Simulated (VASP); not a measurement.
# WS2 (R3m) in VASP: further runs, part 2 of 2

VASP 6.6.1. Earlier steps stand in the parts before.

### 3 Single point, PBEsol

This run uses another cell than the first one, of the same volume but with other edges.

INCAR

```
PREC = Accurate ; ENCUT = 520
EDIFF = 1E-6 ; ISMEAR = 0
SIGMA = 0.05 ; LREAL = False
LASPH = True ; NELM = 80
ALGO = Normal ; ISIF = 2
LWAVE = False ; LCHARG = False
GGA = PS ; NBANDS = 20
```

KPOINTS

```
Automatic mesh
0
Gamma
  12 12 12
```

POSCAR

```
WS2
1.0
    1.5535281819      0.8969299140      6.3670992685
   -1.5535281819      0.8969299140      6.3670992685
    0.0000000000     -1.7938598280      6.3670992685
W S
1 2
Direct
    0.0000000000      0.0000000000      0.0000000000
    0.7503000000      0.7503000000      0.7503000000
    0.5810000000      0.5810000000      0.5810000000
```

Potentials or basis: VASP PAW PBE potentials, release 64 (W_sv, S).

The run is started by

```sh
> cat potpaw_PBE.64/W_sv/POTCAR potpaw_PBE.64/S/POTCAR > POTCAR
> mpirun -np 1 vasp_std > vasp.out
```

OUTCAR:

```text
PREC = Accurate
   ENCUT = 520
   EDIFF = 1E-6
   ISMEAR = 0
   LREAL = False
   LASPH = True
   NELM = 80
   ISIF = 2
   GGA = PS

 ion  position               nearest neighbor table
   1  0.000  0.000  0.000-   2 2.40   2 2.40   2 2.40   3 2.43   3 2.43   3 2.43
   2  0.750  0.750  0.750-   1 2.40   1 2.40   1 2.40
   3  0.581  0.581  0.581-   1 2.43   1 2.43   1 2.43

  LATTYP: Found a trigonal (rhomboedric) cell.
 ALAT       =     6.6149743898
 COS(alpha) =     0.8896907496

  Lattice vectors:

 A1 = (   1.5535281819,   0.8969299140,   6.3670992685)
 A2 = (  -1.5535281819,   0.8969299140,   6.3670992685)
 A3 = (   0.0000000000,  -1.7938598280,   6.3670992685)

Analysis of symmetry for initial positions (statically):
=====================================================================
 Subroutine PRICEL returns:
 Original cell was already a primitive cell.

 Routine SETGRP: Setting up the symmetry group for a
 trigonal (rhombohedral) supercell.

 Subroutine GETGRP returns: Found  6 space group operations
 (whereof  6 operations were pure point group operations)
 out of a pool of 12 trial point group operations.

The static configuration has the point symmetry C_3v.

Analysis of symmetry for dynamics (positions and initial velocities):
=====================================================================
 Subroutine PRICEL returns:
 Original cell was already a primitive cell.

 Routine SETGRP: Setting up the symmetry group for a
 trigonal (rhombohedral) supercell.

 Subroutine GETGRP returns: Found  6 space group operations
 (whereof  6 operations were pure point group operations)
 out of a pool of 12 trial point group operations.

The dynamic configuration has the point symmetry C_3v.

 Subroutine INISYM returns: Found  6 space group operations
 (whereof  6 operations are pure point group operations),
 and found     1 'primitive' translations

----------------------------------------------------------------------------------------

                                     Primitive cell

  volume of cell :      53.2317

  direct lattice vectors                    reciprocal lattice vectors
     1.553528182  0.896929914  6.367099268     0.321848040  0.185819052  0.052352464
    -1.553528182  0.896929914  6.367099268    -0.321848040  0.185819052  0.052352464
     0.000000000 -1.793859828  6.367099268     0.000000000 -0.371638105  0.052352464

  length of vectors
     6.614974390  6.614974390  6.614974390     0.375307422  0.375307422  0.375307422

  position of ions in fractional coordinates (direct lattice)
     0.000000000  0.000000000  0.000000000
     0.750300000  0.750300000  0.750300000
     0.581000000  0.581000000  0.581000000

  ion indices of the primitive-cell ions
   primitive index   ion index
                 1           1
                 2           2
                 3           3

----------------------------------------------------------------------------------------

 KPOINTS: Automatic mesh

Automatic generation of k-mesh.
 Grid dimensions read from file:
 generate k-points for:   12   12   12

 Generating k-lattice:

  Cartesian coordinates                     Fractional coordinates (reciprocal lattice)
     0.026820670  0.015484921  0.004362705     0.083333333 -0.000000000  0.000000000
    -0.026820670  0.015484921  0.004362705    -0.000000000  0.083333333  0.000000000
     0.000000000 -0.030969842  0.004362705     0.000000000  0.000000000  0.083333333

  Length of vectors
     0.031275619  0.031275619  0.031275619

  Shift w.r.t. Gamma in fractional coordinates (k-lattice)
     0.000000000  0.000000000  0.000000000

 Subroutine IBZKPT returns following result:
 ===========================================

 Found    189 irreducible k-points:

 Following reciprocal coordinates:
            Coordinates               Weight
  0.000000  0.000000  0.000000      1.000000
  0.083333 -0.000000  0.000000      6.000000
  0.166667  0.000000  0.000000      6.000000
  0.250000  0.000000  0.000000      6.000000
  0.333333 -0.000000  0.000000      6.000000
  0.416667 -0.000000  0.000000      6.000000
[... 16 lines left out ...]
  0.500000  0.166667  0.000000     12.000000
 -0.416667  0.166667 -0.000000     12.000000
 [... further k-points ...]
   k-points           NKPTS =    189   k-points in BZ     NKDIM =    189   number of bands    NBANDS=     20
   number of dos      NEDOS =    301   number of ions     NIONS =      3
   total plane-waves  NPLWV = 125000
   dimension x,y,z NGX =    50 NGY =   50 NGZ =   50
   dimension x,y,z NGXF=   100 NGYF=  100 NGZF=  100
   ions per type =               1   2
   NGX,Y,Z   is equivalent  to a cutoff of  12.57, 12.57, 12.57 a.u.
   NGXF,Y,Z  is equivalent  to a cutoff of  25.13, 25.13, 25.13 a.u.
 SYSTEM =  unknown system
   PREC   = accura    normal or accurate (medium, high low for compatibility)
   ISTART =      0    job   : 0-new  1-cont  2-samecut
   ICHARG =      2    charge: 1-file 2-atom 10-const
   ISPIN  =      1    spin polarized calculation?
   LNONCOLLINEAR =      F non collinear calculations
   LSORBIT =      F    spin-orbit coupling
   LASPH  =      T    aspherical Exc in radial PAW
   ENCUT  =  520.0 eV  38.22 Ry    6.18 a.u.  12.30 12.30 12.30*2*pi/ulx,y,z
   NELM   =     80;   NELMIN=  2; NELMDL= -5     # of ELM steps
   EDIFF  = 0.1E-05   stopping-criterion for ELM
   LREAL  =      F    real-space projection
   EDIFFG = 0.1E-04   stopping-criterion for IOM
   NSW    =      0    number of steps for IOM
   IBRION =     -1    ionic relax: 0-MD 1-quasi-New 2-CG
   NFREE  =      0    steps in history (QN), initial steepest desc. (CG)
   ISIF   =      2    stress and relaxation
   ISYM   =      2    0-nonsym 1-usesym 2-fastsym
   POTIM  = 0.5000    time-step for ionic-motion
   TEBEG  =    0.0;   TEEND  =   0.0 temperature during run
   PSTRESS=    0.0 pullay stress
   NELECT =      26.0000    total number of electrons
   NUPDOWN=      -1.0000    fix difference up-down
   EMIN   =  10.00;   EMAX   =-10.00  energy-range for DOS
   EFERMI =   0.00;   METHOD = LEGACY
   ISMEAR =     0;   SIGMA  =   0.05  broadening in eV -4-tet -1-fermi 0-gaus
   EFERMI_NEDOS =   21; number of points for ismear=-14 and -15
   IALGO  =     38    algorithm
   IMIX   =      4    mixing-type and parameters
     AMIX     =   0.40;   BMIX     =  1.00
     AMIX_MAG =   1.60;   BMIX_MAG =  1.00
  volume/ion in A,a.u.               =      17.74       119.74
  Fermi-wavevector in a.u.,A,eV,Ry     =   1.289266  2.436359 22.615688  1.662206
  Thomas-Fermi vector in A             =   2.421169
   LORBIT       =      0    0 simple, 1 ext, 2 COOP (PROOUT), +10 PAW based schemes
   GGA     = PS    functional components
   LHFCALC =     F    Hartree Fock is set to
   AEXX    =    0.0000 exact exchange contribution
   IVDW    =     0    specifies the selected vdW correction
   LEPSILON=     F    determine dielectric tensor
   LRPA    =     F    only Hartree local field effects (RPA)
 non-spin polarized calculation
 Gauss-broadening in eV      SIGMA  =   0.05
  energy-cutoff  :      520.00
  volume of cell :       53.23
 maximum number of plane-waves:      1453
 NGX is ok and might be reduce to    50

 number of electron      25.9999999 magnetization

 Free energy of the ion-electron system (eV)
  ---------------------------------------------------
  ext. energy  EPLUGINS =         0.00000000
  ---------------------------------------------------
  free energy    TOTEN  =       -25.22622015 eV

  energy without entropy =      -25.22622015  energy(sigma->0) =      -25.22622015

 E-fermi :   7.2642     XC(G=0): -11.1041

 val. band max:        7.0241528563   @ k =   0.5000   0.5000   0.5000
 cond. band min:       8.1717813868   @ k =  -0.1667   0.1667   0.0000
 fundamental gap:      1.1476285305
 Fermi energy:         7.2641888594

 k-point     1 :       0.0000    0.0000    0.0000
  band No.  band energies     occupation
      1     -67.1680      2.00000
      2     -31.4616      2.00000
      3     -31.2096      2.00000
      4     -31.2096      2.00000
      5      -8.2647      2.00000
      6      -6.4486      2.00000
[... 12 lines left out ...]
     19      15.4066      0.00000
[... 513 lines left out ...]
      4     -31.3754      2.00000
      5      -5.6608      2.00000
      6      -5.5082      2.00000
[... 12 lines left out ...]
     19      15.4911      0.00000
     20      15.8161      0.00000

 [... further k-points ...]

------------------------ aborting loop because EDIFF is reached ----------------------------------------

  FORCE on cell =-STRESS in cart. coord.  units (eV):
  Direction    XX          YY          ZZ          XY          YZ          ZX
  --------------------------------------------------------------------------------------
  -------------------------------------------------------------------------------------
  Total        0.5738115      0.5738115     -2.0923017      0.0000000     -0.0000000      0.0000000
  in kB       17.2706737     17.2706737    -62.9744499      0.0000000     -0.0000000      0.0000000
  external PRESSURE =      -9.4777009 kB  Pullay stress =       0.0000000 kB

 VOLUME and BASIS-vectors are now :
 -----------------------------------------------------------------------------
  energy-cutoff  :      520.00
  volume of cell :       53.23
      direct lattice vectors                 reciprocal lattice vectors
     1.553528182  0.896929914  6.367099268     0.321848040  0.185819052  0.052352464
    -1.553528182  0.896929914  6.367099268    -0.321848040  0.185819052  0.052352464
     0.000000000 -1.793859828  6.367099268     0.000000000 -0.371638105  0.052352464

 POSITION                                       TOTAL-FORCE (eV/Angst)
 -----------------------------------------------------------------------------------
      0.00000      0.00000      0.00000         0.000000      0.000000     -0.596743
      0.00000      0.00000     14.33170         0.000000     -0.000000     -0.373245
      0.00000      0.00000     11.09785         0.000000     -0.000000      0.969988
 -----------------------------------------------------------------------------------
    total drift:                                0.000000      0.000000      0.000061

  FREE ENERGIE OF THE ION-ELECTRON SYSTEM (eV)
  ---------------------------------------------------
  free  energy   TOTEN  =       -25.2262201533 eV

  energy  without entropy=      -25.2262201533  energy(sigma->0) =      -25.22622015
```

stdout:

```text
POSCAR found type information on POSCAR W S
 POSCAR found :  2 types and       3 ions
 scaLAPACK will be used
 -----------------------------------------------------------------------------
|                                                                             |
|                                                                             |
|     You enforced a specific xc type in the INCAR file but a different       |
|     I HOPE YOU KNOW WHAT YOU ARE DOING!                                     |
|                                                                             |
 -----------------------------------------------------------------------------

 LDA part: xc-table for (Slater+PW92), standard interpolation
 POSCAR, INCAR and KPOINTS ok, starting setup
 FFT: planning ... GRIDC
 FFT: planning ... GRID_SOFT
 FFT: planning ... GRID
 WAVECAR not read
 entering main loop
```

It took 24 min on 1 thread of AMD EPYC, shared host; peak memory 0.42 GiB.

Results:

```
Free energy            : -25.2262 eV
Pressure               : -0.9 GPa
Largest force          : 0.970 eV/Å
Band gap on the k mesh : 1.15 eV (least direct gap 2.23 eV)
```

Forces on the atoms (eV/Å):
```
W    0.000  0.000 -0.597
S    0.000  0.000 -0.373
S    0.000  0.000  0.970
```

Levels at points of the mesh, in eV from the valence-band top:
```tsv
k point	band 11	band 12	band 13	band 14	band 15	band 16
(0.00, 0.00, 0.00)	-1.59	-1.59	-1.21	2.69	2.69	2.90
(0.50, 0.00, 0.00)	-2.46	-1.43	-1.19	2.92	2.96	3.96
(0.50, 0.50, 0.00)	-3.00	-1.36	-1.23	2.93	3.08	3.62
(0.50, 0.50, 0.50)	-1.57	-1.57	0.00	2.73	2.73	2.83
```

Caveat: the PAW data sets were made with another functional, which shifts forces and pressure a little; spin-orbit coupling is left out, which moves the levels of the heavy elements.
